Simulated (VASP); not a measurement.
# GaN in VASP: a series of runs, part 2 of 2

VASP 6.6.1.

## Step 3: Single point, LDA, non-collinear spin, zero start, spin-orbit coupling

INCAR

```
PREC = Accurate ; ENCUT = 520
EDIFF = 1E-6 ; ISMEAR = 0
SIGMA = 0.01 ; LREAL = False
LASPH = True ; NELM = 150
ALGO = Normal ; ISIF = 2
LWAVE = False ; LCHARG = False
MAGMOM = 0 0 0 0 0 0 0 0 0 0 0 0 ; LORBIT = 11
LSORBIT = True ; GGA_COMPAT = False
LORBMOM = True ; NBANDS = 50
```

KPOINTS

```
regular mesh
0
Gamma
  8 8 4
```

POSCAR

```
GaN
1.0
    3.1518145673      0.0000000000      0.0000000000
   -1.5759072837      2.7295514833      0.0000000000
    0.0000000000      0.0000000000      5.1383977362
Ga N
2 2
Direct
    0.3333333333      0.6666666667     -0.0007042255
    0.6666666667      0.3333333333      0.4992957745
    0.3333333333      0.6666666667      0.3757042255
    0.6666666667      0.3333333333      0.8757042255
```

Potentials or basis: VASP PAW LDA potentials, release 64 (Ga_d, N).

On the command line:

```sh
cat potpaw_LDA.64/Ga_d/POTCAR potpaw_LDA.64/N/POTCAR > POTCAR
mpirun -np 1 vasp_ncl > vasp.out
```

OUTCAR:

```text
PREC = Accurate
   ENCUT = 520
   EDIFF = 1E-6
   ISMEAR = 0
   LREAL = False
   LASPH = True
   NELM = 150
   ISIF = 2
   LORBIT = 11
   LSORBIT = True

 ion  position               nearest neighbor table
   1  0.333  0.667  0.999-   4 1.93   4 1.93   4 1.93   3 1.93
   2  0.667  0.333  0.499-   3 1.93   3 1.93   3 1.93   4 1.93
   3  0.333  0.667  0.376-   2 1.93   2 1.93   2 1.93   1 1.93
   4  0.667  0.333  0.876-   1 1.93   1 1.93   1 1.93   2 1.93

  LATTYP: Found a hexagonal cell.
 ALAT       =     3.1518145673
 C/A-ratio  =     1.6302982382

  Lattice vectors:

 A1 = (   3.1518145673,   0.0000000000,   0.0000000000)
 A2 = (  -1.5759072837,   2.7295514833,   0.0000000000)
 A3 = (   0.0000000000,   0.0000000000,   5.1383977362)

Analysis of symmetry for initial positions (statically):
=====================================================================
 Subroutine PRICEL returns:
 Original cell was already a primitive cell.

[... 1507 lines left out ...]
    -0.0006802    -0.0001668     0.0000000    -0.0001668     0.0000000
 l=   3
     0.0000000     0.0000000     0.0000000     0.0000000     0.0000000     0.0000000     0.0000000
     0.0000000     0.0000000     0.0000000     0.0000000     0.0000000     0.0000000     0.0000000
     0.0000000     0.0000000     0.0000000     0.0000000     0.0000000     0.0000000     0.0000000
     0.0000000     0.0000000     0.0000000     0.0000000     0.0000000     0.0000000     0.0000000
[... 49 lines left out ...]
 l=   2
     0.0000000     0.0000000     0.0000000     0.0000000     0.0000000
     0.0000000     0.0000000     0.0000000     0.0000000     0.0000000
     0.0000000     0.0000000     0.0000000     0.0000000     0.0000000
     0.0000000     0.0000000     0.0000000     0.0000000     0.0000000
     0.0000000     0.0000000     0.0000000     0.0000000     0.0000000
 l=   3
     0.0000000     0.0000000     0.0000000     0.0000000     0.0000000     0.0000000     0.0000000
     0.0000000     0.0000000     0.0000000     0.0000000     0.0000000     0.0000000     0.0000000
     0.0000000     0.0000000     0.0000000     0.0000000     0.0000000     0.0000000     0.0000000
     0.0000000     0.0000000     0.0000000     0.0000000     0.0000000     0.0000000     0.0000000
     0.0000000     0.0000000     0.0000000     0.0000000     0.0000000     0.0000000     0.0000000
     0.0000000     0.0000000     0.0000000     0.0000000     0.0000000     0.0000000     0.0000000
     0.0000000     0.0000000     0.0000000     0.0000000     0.0000000     0.0000000     0.0000000

 total charge

# of ion       s       p       d       tot
------------------------------------------
    1        0.802   0.949  10.199  11.950
    2        0.802   0.949  10.199  11.950
    3        1.209   2.516   0.000   3.724
    4        1.209   2.516   0.000   3.724
--------------------------------------------------
tot          4.021   6.930  20.397  31.348

 magnetization (x)

# of ion       s       p       d       tot
------------------------------------------
    1        0.000  -0.000  -0.000  -0.000
    2       -0.000   0.000  -0.000   0.000
    3       -0.000  -0.000   0.000  -0.000
    4        0.000   0.000   0.000   0.000
--------------------------------------------------
tot         -0.000   0.000  -0.000  -0.000

 magnetization (y)

# of ion       s       p       d       tot
------------------------------------------
    1        0.000   0.000   0.000   0.000
    2        0.000   0.000   0.000   0.000
    3        0.000   0.000   0.000   0.000
    4        0.000   0.000   0.000   0.000
--------------------------------------------------
tot          0.000   0.000   0.000   0.000

 magnetization (z)

# of ion       s       p       d       tot
------------------------------------------
    1       -0.000   0.000   0.000   0.000
    2       -0.000   0.000  -0.000   0.000
    3        0.000   0.000   0.000   0.000
    4        0.000   0.000   0.000   0.000
--------------------------------------------------
tot          0.000   0.000   0.000   0.000
```

Run time: 4.6 min. Hardware: 1 thread of AMD EPYC 7R13, shared host; peak memory 0.25 GiB.

What came out:

| Property | Result |
| --- | --- |
| Free energy | -27.9209 eV |
| Pressure | 1.3 GPa |
| Net moment | 0.00 μB per cell |
| Valence electrons inside the program's atomic spheres | Ga 11.95; N 3.72 |

Moments on the atoms (μB; x, y, z):
```
Ga  0.00 0.00 0.00
Ga  0.00 0.00 0.00
N   0.00 0.00 0.00
N   0.00 0.00 0.00
```

## Step 4: Single point, LDA, non-collinear spin, zero start, spin-orbit coupling

INCAR

```
PREC = Accurate
ENCUT = 520
EDIFF = 1E-6
ISMEAR = 0
SIGMA = 0.01
LREAL = False
LASPH = True
NELM = 150
ALGO = Normal
ISIF = 2
LWAVE = False
LCHARG = False
MAGMOM = 0 0 0 0 0 0 0 0 0 0 0 0
LORBIT = 11
LSORBIT = True
GGA_COMPAT = False
LORBMOM = True
GGA = CA
NBANDS = 50
```

KPOINTS

```
Automatic mesh
0
Gamma
  8 8 4
```

POSCAR is that of step 3.

On the command line:

```sh
cat potpaw_LDA.64/Ga_d/POTCAR potpaw_LDA.64/N/POTCAR > POTCAR
mpirun -np 1 vasp_ncl > vasp.out
```

Run time: 6 min. Hardware: 1 thread of AMD EPYC 7R13, shared host; peak memory 0.25 GiB.

Results (log left out):

```
Free energy                                           : -27.9209 eV
Pressure                                              : 1.3 GPa
Net moment                                            : 0.00 μB per cell
Valence electrons inside the program's atomic spheres : Ga 11.95; N 3.72
```

Moments on the atoms (μB; x, y, z):
```
Ga  0.00 0.00 0.00
Ga  0.00 0.00 0.00
N   0.00 0.00 0.00
N   0.00 0.00 0.00
```
